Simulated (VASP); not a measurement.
# SnO2 in VASP: further runs

SnO2 is run at these levels: PBE; tasks: single point, relaxation of cell and atoms.

All numbers are computed with VASP 6.6.1; they aren't measurements. Logs are shortened: lines on timing, memory, paths and dates and some standing lists are left out, and cuts for length are marked.

## 1. The cell of the first run

The typed cell holds 3 atoms: a = 3.472 Å, b = 3.472 Å, c = 4.896 Å, α = 90.00°, β = 90.00°, γ = 90.00°.

The cell was built from a structure type or drawn by symmetry, and may not be a known phase.

## 2. Single point, PBE

File INCAR:

```
PREC = Accurate
ENCUT = 520
EDIFF = 1E-7
ISMEAR = 0
SIGMA = 0.1
LREAL = F
LASPH = T
NELM = 80
ALGO = Normal
ISIF = 2
LWAVE = F
LCHARG = F
GGA = PE
NBANDS = 20
```

File KPOINTS:

```
regular mesh
0
Gamma
  6 6 4
```

File POSCAR:

```
SnO2
1.0
    3.4719762133      0.0000000000      0.0000000000
    0.0000000000      3.4719762133      0.0000000000
    0.0000000000      0.0000000000      4.8959408029
Sn O
1 2
Direct
    0.0000000000      0.0000000000      0.2555127237
    0.5000000000      0.5000000000      0.4106068800
    0.5000000000      0.5000000000      0.1004746762
```

Potentials or basis: VASP PAW PBE potentials, release 64 (Sn_d, O).

Started as:

```bash
cat potpaw_PBE.64/Sn_d/POTCAR potpaw_PBE.64/O/POTCAR > POTCAR
mpirun -np 1 vasp_std > vasp.out
```

OUTCAR:

```text
PREC = Accurate
   ENCUT = 520
   EDIFF = 1E-7
   ISMEAR = 0
   LREAL = F
   LASPH = T
   NELM = 80
   ISIF = 2
   GGA = PE

 ion  position               nearest neighbor table
   1  0.000  0.000  0.256-   3 2.57   3 2.57   3 2.57   3 2.57   2 2.57   2 2.57   2 2.57   2 2.57

   2  0.500  0.500  0.411-   3 1.52   1 2.57   1 2.57   1 2.57   1 2.57
   3  0.500  0.500  0.100-   2 1.52   1 2.57   1 2.57   1 2.57   1 2.57

  LATTYP: Found a simple tetragonal cell.
 ALAT       =     3.4719762133
 C/A-ratio  =     1.4101308598

  Lattice vectors:

 A1 = (   3.4719762133,   0.0000000000,   0.0000000000)
 A2 = (   0.0000000000,   3.4719762133,   0.0000000000)
 A3 = (   0.0000000000,   0.0000000000,   4.8959408029)

Analysis of symmetry for initial positions (statically):
=====================================================================
 Subroutine PRICEL returns:
 Original cell was already a primitive cell.

 Routine SETGRP: Setting up the symmetry group for a
 simple tetragonal supercell.

 Subroutine GETGRP returns: Found  8 space group operations
 (whereof  8 operations were pure point group operations)
 out of a pool of 16 trial point group operations.

The static configuration has the point symmetry C_4v.

Analysis of symmetry for dynamics (positions and initial velocities):
=====================================================================
 Subroutine PRICEL returns:
 Original cell was already a primitive cell.

 Routine SETGRP: Setting up the symmetry group for a
 simple tetragonal supercell.

 Subroutine GETGRP returns: Found  8 space group operations
 (whereof  8 operations were pure point group operations)
 out of a pool of 16 trial point group operations.

The dynamic configuration has the point symmetry C_4v.

 Subroutine INISYM returns: Found  8 space group operations
 (whereof  8 operations are pure point group operations),
 and found     1 'primitive' translations

----------------------------------------------------------------------------------------

                                     Primitive cell

  volume of cell :      59.0187

  direct lattice vectors                    reciprocal lattice vectors
     3.471976213  0.000000000  0.000000000     0.288020406  0.000000000  0.000000000
     0.000000000  3.471976213  0.000000000     0.000000000  0.288020406  0.000000000
     0.000000000  0.000000000  4.895940803     0.000000000  0.000000000  0.204250836

  length of vectors
     3.471976213  3.471976213  4.895940803     0.288020406  0.288020406  0.204250836

  position of ions in fractional coordinates (direct lattice)
     0.000000000  0.000000000  0.255512724
     0.500000000  0.500000000  0.410606880
     0.500000000  0.500000000  0.100474676

  ion indices of the primitive-cell ions
   primitive index   ion index
                 1           1
                 2           2
                 3           3

----------------------------------------------------------------------------------------

 KPOINTS: regular mesh

Automatic generation of k-mesh.
 Grid dimensions read from file:
 generate k-points for:    6    6    4

 Generating k-lattice:

  Cartesian coordinates                     Fractional coordinates (reciprocal lattice)
     0.048003401  0.000000000  0.000000000     0.166666667  0.000000000  0.000000000
     0.000000000  0.048003401  0.000000000     0.000000000  0.166666667  0.000000000
     0.000000000  0.000000000  0.051062709     0.000000000  0.000000000  0.250000000

  Length of vectors
     0.048003401  0.048003401  0.051062709

  Shift w.r.t. Gamma in fractional coordinates (k-lattice)
     0.000000000  0.000000000  0.000000000

 Subroutine IBZKPT returns following result:
 ===========================================

 Found     30 irreducible k-points:

 Following reciprocal coordinates:
            Coordinates               Weight
  0.000000  0.000000  0.000000      1.000000
  0.166667  0.000000  0.000000      4.000000
  0.333333  0.000000  0.000000      4.000000
  0.500000  0.000000  0.000000      2.000000
  0.166667  0.166667  0.000000      4.000000
  0.333333  0.166667  0.000000      8.000000
[... 16 lines left out ...]
  0.333333  0.000000  0.500000      4.000000
  0.500000  0.000000  0.500000      2.000000
 [... further k-points ...]
   k-points           NKPTS =     30   k-points in BZ     NKDIM =     30   number of bands    NBANDS=     20
   number of dos      NEDOS =    301   number of ions     NIONS =      3
   total plane-waves  NPLWV =  28224
   dimension x,y,z NGX =    28 NGY =   28 NGZ =   36
   dimension x,y,z NGXF=    56 NGYF=   56 NGZF=   72
   ions per type =               1   2
   NGX,Y,Z   is equivalent  to a cutoff of  13.41, 13.41, 12.22 a.u.
   NGXF,Y,Z  is equivalent  to a cutoff of  26.81, 26.81, 24.45 a.u.
 SYSTEM =  unknown system
   PREC   = accura    normal or accurate (medium, high low for compatibility)
   ISTART =      0    job   : 0-new  1-cont  2-samecut
   ICHARG =      2    charge: 1-file 2-atom 10-const
   ISPIN  =      1    spin polarized calculation?
   LNONCOLLINEAR =      F non collinear calculations
   LSORBIT =      F    spin-orbit coupling
   LASPH  =      T    aspherical Exc in radial PAW
   ENCUT  =  520.0 eV  38.22 Ry    6.18 a.u.   6.46  6.46  9.10*2*pi/ulx,y,z
   NELM   =     80;   NELMIN=  2; NELMDL= -5     # of ELM steps
   EDIFF  = 0.1E-06   stopping-criterion for ELM
   LREAL  =      F    real-space projection
   EDIFFG = 0.1E-05   stopping-criterion for IOM
   NSW    =      0    number of steps for IOM
   IBRION =     -1    ionic relax: 0-MD 1-quasi-New 2-CG
   NFREE  =      0    steps in history (QN), initial steepest desc. (CG)
   ISIF   =      2    stress and relaxation
   ISYM   =      2    0-nonsym 1-usesym 2-fastsym
   POTIM  = 0.5000    time-step for ionic-motion
   TEBEG  =    0.0;   TEEND  =   0.0 temperature during run
   PSTRESS=    0.0 pullay stress
   NELECT =      26.0000    total number of electrons
   NUPDOWN=      -1.0000    fix difference up-down
   EMIN   =  10.00;   EMAX   =-10.00  energy-range for DOS
   EFERMI =   0.00;   METHOD = LEGACY
   ISMEAR =     0;   SIGMA  =   0.10  broadening in eV -4-tet -1-fermi 0-gaus
   EFERMI_NEDOS =   21; number of points for ismear=-14 and -15
   IALGO  =     38    algorithm
   IMIX   =      4    mixing-type and parameters
     AMIX     =   0.40;   BMIX     =  1.00
     AMIX_MAG =   1.60;   BMIX_MAG =  1.00
  volume/ion in A,a.u.               =      19.67       132.76
  Fermi-wavevector in a.u.,A,eV,Ry     =   1.245669  2.353973 21.112049  1.551692
  Thomas-Fermi vector in A             =   2.379881
   LORBIT       =      0    0 simple, 1 ext, 2 COOP (PROOUT), +10 PAW based schemes
   GGA     = PE    functional components
   LHFCALC =     F    Hartree Fock is set to
   AEXX    =    0.0000 exact exchange contribution
   IVDW    =     0    specifies the selected vdW correction
   LEPSILON=     F    determine dielectric tensor
   LRPA    =     F    only Hartree local field effects (RPA)
 non-spin polarized calculation
 Gauss-broadening in eV      SIGMA  =   0.10
  energy-cutoff  :      520.00
  volume of cell :       59.02
 maximum number of plane-waves:      1634
 NGX is ok and might be reduce to    28
   NGX = 13   NGY = 13   NGZ = 19

 number of electron      25.9999993 magnetization

 Free energy of the ion-electron system (eV)
  ---------------------------------------------------
  ext. energy  EPLUGINS =         0.00000000
  ---------------------------------------------------
  free energy    TOTEN  =       -14.72389487 eV

  energy without entropy =      -14.72389411  energy(sigma->0) =      -14.72389449

 E-fermi :   2.9866     XC(G=0):  -8.5565

 val. band max:        2.7085955081   @ k =   0.5000   0.0000   0.5000
 cond. band min:       3.2506196765   @ k =   0.0000   0.0000   0.5000
 fundamental gap:      0.5420241685
 Fermi energy:         2.9866079819

 k-point     1 :       0.0000    0.0000    0.0000
  band No.  band energies     occupation
      1     -18.9625      2.00000
      2     -18.3314      2.00000
      3     -18.1949      2.00000
      4     -18.1928      2.00000
      5     -18.1928      2.00000
      6     -17.9326      2.00000
[... 12 lines left out ...]
     19      10.7773      0.00000
     20      16.6414      0.00000

 k-point     2 :       0.1667    0.0000    0.0000
  band No.  band energies     occupation
      1     -18.8767      2.00000
      2     -18.3126      2.00000
      3     -18.2086      2.00000
      4     -18.2072      2.00000
      5     -18.1914      2.00000
      6     -17.9741      2.00000
[... 12 lines left out ...]
     19      12.5619      0.00000
     20      15.6410      0.00000

 k-point     3 :       0.3333    0.0000    0.0000
  band No.  band energies     occupation
      1     -18.6623      2.00000
      2     -18.2787      2.00000
      3     -18.2358      2.00000
      4     -18.2356      2.00000
      5     -18.1884      2.00000
      6     -18.0949      2.00000
[... 12 lines left out ...]
     19      13.3269      0.00000
     20      14.5883      0.00000

 k-point     4 :       0.5000    0.0000    0.0000
  band No.  band energies     occupation
      1     -18.4822      2.00000
      2     -18.2956      2.00000
      3     -18.2496      2.00000
      4     -18.2493      2.00000
      5     -18.1932      2.00000
      6     -18.1870      2.00000
[... 429 lines left out ...]
 k-point    23 :       0.3333    0.0000    0.5000
  band No.  band energies     occupation
      1     -18.6527      2.00000
      2     -18.2784      2.00000
      3     -18.2365      2.00000
      4     -18.2358      2.00000
      5     -18.1887      2.00000
      6     -18.0886      2.00000
[... 12 lines left out ...]
     19      14.2261      0.00000
     20      14.8320      0.00000

 k-point    24 :       0.5000    0.0000    0.5000
  band No.  band energies     occupation
      1     -18.4686      2.00000
      2     -18.2951      2.00000
      3     -18.2507      2.00000
      4     -18.2493      2.00000
      5     -18.1919      2.00000
      6     -18.1872      2.00000
[... 12 lines left out ...]
     19      14.6806      0.00000
     20      15.6001      0.00000

 [... further k-points ...]

------------------------ aborting loop because EDIFF is reached ----------------------------------------

  FORCE on cell =-STRESS in cart. coord.  units (eV):
  Direction    XX          YY          ZZ          XY          YZ          ZX
  --------------------------------------------------------------------------------------
  -------------------------------------------------------------------------------------
  Total        0.0008123      0.0008123      0.3086845      0.0000000      0.0000000      0.0000000
  in kB        0.0220512      0.0220512      8.3798406      0.0000000      0.0000000      0.0000000
  external PRESSURE =       2.8079810 kB  Pullay stress =       0.0000000 kB

 VOLUME and BASIS-vectors are now :
 -----------------------------------------------------------------------------
  energy-cutoff  :      520.00
  volume of cell :       59.02
      direct lattice vectors                 reciprocal lattice vectors
     3.471976213  0.000000000  0.000000000     0.288020406  0.000000000  0.000000000
     0.000000000  3.471976213  0.000000000     0.000000000  0.288020406  0.000000000
     0.000000000  0.000000000  4.895940803     0.000000000  0.000000000  0.204250836

 POSITION                                       TOTAL-FORCE (eV/Angst)
 -----------------------------------------------------------------------------------
      0.00000      0.00000      1.25098        -0.000000     -0.000000      0.000469
      1.73599      1.73599      2.01031        -0.000000     -0.000000      0.206113
      1.73599      1.73599      0.49192         0.000000      0.000000     -0.206583
 -----------------------------------------------------------------------------------
    total drift:                               -0.000000      0.000000      0.000354

  FREE ENERGIE OF THE ION-ELECTRON SYSTEM (eV)
  ---------------------------------------------------
  free  energy   TOTEN  =       -14.7238948684 eV

  energy  without entropy=      -14.7238941088  energy(sigma->0) =      -14.72389449
```

Run time: 14 s. Hardware: 1 thread of Intel Xeon 6975P-C (Granite Rapids), shared host; peak memory 0.18 GiB.

Results:

```yaml
Free_energy: -14.7239 eV
Pressure: 0.3 GPa
Largest_force: 0.207 eV/Å
Band_gap_on_the_k_mesh: 0.54 eV (least direct gap 1.24 eV)
```

Forces on the atoms (eV/Å):
```
Sn   0.000  0.000  0.000
O    0.000  0.000  0.206
O    0.000  0.000 -0.207
```

Levels at points of the mesh, in eV from the valence-band top:
```csv
k point,band 9,band 10,band 11,band 12,band 13,band 14,band 15,band 16,band 17,band 18
"(0.00, 0.00, 0.00)",-5.02,-4.81,-4.81,-0.63,-0.63,2.38,4.25,5.89,7.87,8.07
"(0.50, 0.00, 0.00)",-5.54,-4.16,-2.14,-0.62,-0.09,1.38,4.18,4.88,5.84,7.06
"(0.50, 0.50, 0.00)",-6.34,-5.40,-4.06,-1.24,-1.24,3.70,4.24,5.37,5.37,9.96
"(0.00, 0.00, 0.50)",-4.87,-4.78,-4.78,-0.70,-0.70,0.54,3.72,8.14,8.17,8.17
"(0.50, 0.00, 0.50)",-5.17,-4.13,-2.50,-0.67,0.00,1.51,3.13,3.69,5.96,8.33
"(0.50, 0.50, 0.50)",-6.28,-5.08,-3.92,-1.41,-1.41,2.57,3.49,5.46,5.46,9.46
```

Caveat: spin-orbit coupling is left out, which moves the levels of the heavy elements. A k mesh can miss the band edges.

## 3. Single point, PBE

This run uses another cell than the first one, of 20.65 Å³/atom.

File INCAR:

```
PREC = Accurate
ENCUT = 520
EDIFF = 1E-7
ISMEAR = 0
SIGMA = 0.02
LREAL = F
LASPH = T
NELM = 60
ALGO = Normal
ISIF = 2
LWAVE = F
LCHARG = T
GGA = PE
LELF = T
LVHAR = T
NBANDS = 20
```

File KPOINTS:

```
regular mesh
0
Gamma
  10 10 8
```

File POSCAR:

```
SnO2
1.0
    3.4700117031      0.0000000000      0.0000000000
    0.0000000000      3.4700117031      0.0000000000
    0.0000000000      0.0000000000      5.1452451908
Sn O
1 2
Direct
    0.0000000000      0.0000000000      0.0000000000
    0.5000000000      0.5000000000      0.1477305275
    0.5000000000      0.5000000000      0.8522694725
```

Potentials or basis: VASP PAW PBE potentials, release 64 (Sn_d, O).

Started as:

```bash
cat potpaw_PBE.64/Sn_d/POTCAR potpaw_PBE.64/O/POTCAR > POTCAR
mpirun -np 1 vasp_std > vasp.out
```

Wall time 45 s (1 thread of Intel Xeon 6975P-C (Granite Rapids), shared host); peak memory 0.26 GiB.

It converged, with:

* Free energy: -14.7319 eV
* Pressure: 0.2 GPa
* Largest force: 0.180 eV/Å
* Band gap on the k mesh: 0.65 eV (least direct gap 1.34 eV)

Forces in eV/Å, atoms in the order of the input:
```
Sn   0.000  0.000  0.000
O    0.000  0.000  0.180
O    0.000  0.000 -0.180
```

Stress tensor (GPa, compression positive):
```
0.03 0.00 0.00
0.00 0.03 0.00
0.00 0.00 0.57
```

Levels at points of the mesh, in eV from the valence-band top:
```tsv
k point	band 11	band 12	band 13	band 14	band 15	band 16
(0.00, 0.00, 0.00)	-4.80	-0.65	-0.65	2.16	4.13	5.55
(0.50, 0.00, 0.00)	-2.21	-0.64	-0.06	1.41	4.01	4.74
(0.50, 0.50, 0.00)	-4.02	-1.28	-1.28	3.54	4.09	5.40
(0.00, 0.00, 0.50)	-4.79	-0.70	-0.70	0.65	3.74	8.10
(0.50, 0.00, 0.50)	-2.46	-0.68	0.00	1.50	3.17	3.77
(0.50, 0.50, 0.50)	-3.93	-1.39	-1.39	2.72	3.54	5.47
```

Caveat: spin-orbit coupling is left out, which moves the levels of the heavy elements. A k mesh can miss the band edges.

## 4. Relaxation of cell and atoms, PBE

File INCAR:

```
SYSTEM = SnO2
PREC = Accurate ; ENCUT = 600
EDIFF = 1E-7 ; ISMEAR = 0
SIGMA = 0.02 ; LREAL = .FALSE.
LASPH = .TRUE. ; NELM = 100
ALGO = Normal ; ISIF = 3
LWAVE = .FALSE. ; LCHARG = .FALSE.
GGA = PE ; IBRION = 2
NSW = 100 ; EDIFFG = -0.01
```

File KPOINTS:

```
Automatic mesh
0
G
  10 10 8
  0 0 0
```

File POSCAR:

```
SnO2
1.0
    3.4719762133      0.0000000000      0.0000000000
    0.0000000000      3.4719762133      0.0000000000
    0.0000000000      0.0000000000      4.8959408029
Sn O
1 2
Direct
    0.0000000000      0.0000000000      0.0000000000
    0.5000000000      0.5000000000      0.1550941563
    0.5000000000      0.5000000000      0.8449058437
```

Started as:

```bash
cat potpaw_PBE.64/Sn_d/POTCAR potpaw_PBE.64/O/POTCAR > POTCAR
mpirun -np 1 vasp_std > vasp.out
```

It took 2.1 min on 1 thread of Intel Xeon 6975P-C (Granite Rapids), shared host; peak memory 0.27 GiB.

Results (log left out):

```
Free energy                           : -14.7346 eV
Relaxed volume                        : 19.66 Å³/atom
Relaxed cell                          : a = 3.468 Å, b = 3.468 Å, c = 4.903 Å, α = 90.00°, β = 90.00°, γ = 90.00°
Space group after relaxing (to 0.1 Å) : P4/mmm (No. 123)
Energy gained by relaxing             : 0.3 meV/atom
Ionic steps                           : 5
Pressure after relaxing               : 0.0 GPa
Largest force after relaxing          : 0.006 eV/Å
Band gap on the k mesh                : 0.50 eV (least direct gap 1.27 eV)
```

Forces in eV/Å, atoms in the order of the input:
```
Sn   0.000  0.000  0.000
O    0.000  0.000  0.006
O    0.000  0.000 -0.006
```

The path:
| step | energy change (eV) | largest force (eV/Å) | pressure (GPa) | volume (Å³) |
| --- | --- | --- | --- | --- |
| 1 | 0.0000 | 0.1935 | 0.14 | 59.02 |
| 2 | 0.0016 | 0.3130 | -0.51 | 59.17 |
| 3 | -0.0009 | 0.0022 | -0.10 | 59.07 |
| 4 | -0.0009 | 0.0018 | -0.10 | 59.07 |
| 5 | -0.0009 | 0.0062 | 0.01 | 58.98 |

Final structure:
```xyz
3
Lattice="3.4684 0.0000 0.0000 0.0000 3.4684 0.0000 0.0000 0.0000 4.9031" Properties=species:S:1:pos:R:3 pbc="T T T"
Sn    3.4684    3.4684    4.9031
O     1.7342    1.7342    0.7639
O     1.7342    1.7342    4.1391
```

Levels at points of the mesh, in eV from the valence-band top:
| k point | band 9 | band 10 | band 11 | band 12 | band 13 | band 14 | band 15 | band 16 | band 17 |
| --- | --- | --- | --- | --- | --- | --- | --- | --- | --- |
| (0.00, 0.00, 0.00) | -5.08 | -4.82 | -4.82 | -0.71 | -0.71 | 2.34 | 4.07 | 5.86 | 7.85 |
| (0.50, 0.00, 0.00) | -5.56 | -4.16 | -2.22 | -0.70 | -0.09 | 1.36 | 3.98 | 4.85 | 5.84 |
| (0.50, 0.50, 0.00) | -6.35 | -5.43 | -4.08 | -1.32 | -1.32 | 3.67 | 4.05 | 5.36 | 5.36 |
| (0.00, 0.00, 0.50) | -4.93 | -4.79 | -4.79 | -0.78 | -0.78 | 0.50 | 3.56 | 8.12 | 8.16 |
| (0.50, 0.00, 0.50) | -5.19 | -4.13 | -2.58 | -0.75 | 0.00 | 1.49 | 2.96 | 3.66 | 5.95 |
| (0.50, 0.50, 0.50) | -6.30 | -5.11 | -3.94 | -1.49 | -1.49 | 2.54 | 3.31 | 5.45 | 5.45 |

Caveat: spin-orbit coupling is left out, which moves the levels of the heavy elements.

## 5. Overview

```csv
task,cell,k mesh,cutoff (eV),smearing,gap on the mesh (eV),pressure (GPa),largest force (eV/Å)
single point,"a = 3.472, b = 3.472, c = 4.896 Å, 3 atoms, atomic positions A",6 × 6 × 4,520,gaussian 0.1 eV,0.54,0.3,0.21
single point,"a = 3.470, b = 3.470, c = 5.145 Å, 3 atoms, atomic positions B",10 × 10 × 8,520,gaussian 0.02 eV,0.65,0.2,0.18
relaxation of cell and atoms,"relaxed from a = 3.472, b = 3.472, c = 4.896 Å, 3 atoms, atomic positions A",10 × 10 × 8,600,gaussian 0.02 eV,0.50,0.0,0.01
```

Alike in all rows: level PBE; potentials or basis VASP PAW PBE potentials, release 64 (Sn_d, O); no spin polarisation.

Caveats: spin-orbit coupling is left out, which moves the levels of the heavy elements.

Total energies depend on the potentials used, so only differences within one code and one set of settings carry meaning.
